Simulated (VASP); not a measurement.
Here is a VASP 6.6.1 calculation.

The input INCAR:

```
SYSTEM = Ti
ALGO = Normal
EDIFF = 1E-8
ENCUT = 520
GGA = PE
ISIF = 2
ISMEAR = -1
LASPH = .True.
LCHARG = .False.
LEFG = .True.
LREAL = .False.
LWAVE = .False.
NBANDS = 19
NELM = 60
PREC = Accurate
SIGMA = 0.08
```

KPOINTS

```
k-points
0
Gamma
  13 13 7
  0 0 0
```

The input POSCAR:

```
Ti
1.0
    2.9499978604      0.0000000000      0.0000000000
   -1.4749989302      2.5547730882      0.0000000000
    0.0000000000      0.0000000000      4.6860000000
Ti
2
Direct
    0.3333333333      0.6666666667      0.2500000000
    0.6666666667      0.3333333333      0.7500000000
```

Potentials or basis: VASP PAW PBE potentials, release 64 (Ti_sv).

The run is started by

```sh
$ cat potpaw_PBE.64/Ti_sv/POTCAR > POTCAR
$ mpirun -np 1 vasp_std > vasp.out
```

(1) Estimate the band gap on the k mesh.

(2) What does it give for the pressure?

Answers

(1) zero (band 12 reaches 8.93 eV, above the bottom of band 13 at 7.84 eV).

(2) -1.8 GPa.

Caveat: without QUAD_EFG the Cq values of the log hold for a quadrupole moment of 1 mb, not for the nuclei.
